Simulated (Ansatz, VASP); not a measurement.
This is a calculation of Ga for VASP 6.6.1.

File INCAR:

```
SYSTEM = Ga
PREC = Accurate ; ENCUT = 600
EDIFF = 1E-7 ; ISMEAR = -1
SIGMA = 0.05 ; LREAL = .FALSE.
LASPH = .TRUE. ; NELM = 100
ALGO = Normal ; ISIF = 3
LWAVE = .FALSE. ; LCHARG = .FALSE.
GGA = RE ; IVDW = 12
IBRION = 2 ; NSW = 60
EDIFFG = -0.01
```

KPOINTS

```
regular mesh
0
G
  10 10 10
  0 0 0
```

Contents of POSCAR:

```
Ga
1.0
    2.7164800000      0.0000000000      0.0000000000
    0.0000000000      2.7164800000      0.0000000000
    0.0000000000      0.0000000000      2.7164800000
Ga
1
Direct
    0.0000000000      0.0000000000      0.0000000000
```

Potentials or basis: VASP PAW PBE potentials, release 64 (Ga_d).

Run with:

```console
$ cat potpaw_PBE.64/Ga_d/POTCAR > POTCAR
$ mpirun -np 1 vasp_std > vasp.out
```

Translate it to Ansatz 0.2.0. Potentials there: Ansatz PAW.

As run (the cutoff follows the program's own potentials):

File input.yaml:

```yaml
crystal:
  lattice:
    - [2.71648, 0.0, 0.0]
    - [0.0, 2.71648, 0.0]
    - [0.0, 0.0, 2.71648]
  atoms:
    - { symbol: Ga, position: [0.0, 0.0, 0.0] }
hamiltonian:
  xc: revpbe
  pseudopotentials: { kind: paw }
  dispersion: d3bj
kpoints:
  mp_grid: { grid: [10, 10, 10] }
scf:
  occupations: { method: fermi_dirac, width: 0.05 }
output:
  forces: true
  stress: true
  eigenvalues: true
relax:
  f_tol: 0.01
  max_steps: 40
  cell: { stress_tol: 0.05 }
```

Potentials or basis: Ansatz PAW.

Launch:

```bash
$ ansatz run input.yaml --threads 2 --pin off --max-ram 5632MiB --backend cpu --events-out ev --progress --plain --runs-dir out
```

Both were run:

|  | VASP | Ansatz | Ansatz less VASP |
| --- | --- | --- | --- |
| gap on the k mesh at the Fermi level, each at its own relaxed structure (eV) | none | none | - |
| relaxed volume (Å³/atom) | 18.82 | 18.77 | -0.046 |
| relaxed cell length with the largest relative difference (Å) | 2.660 | 2.658 | -0.0022 |

VASP's potentials were made for PBE, not for revPBE. A gap of «none» marks a metal or a gap that the smearing closes.

Noted on Ansatz's run: the plane-wave basis is chosen anew once the cell has moved, so the energies of steps on either side of that aren't comparable.
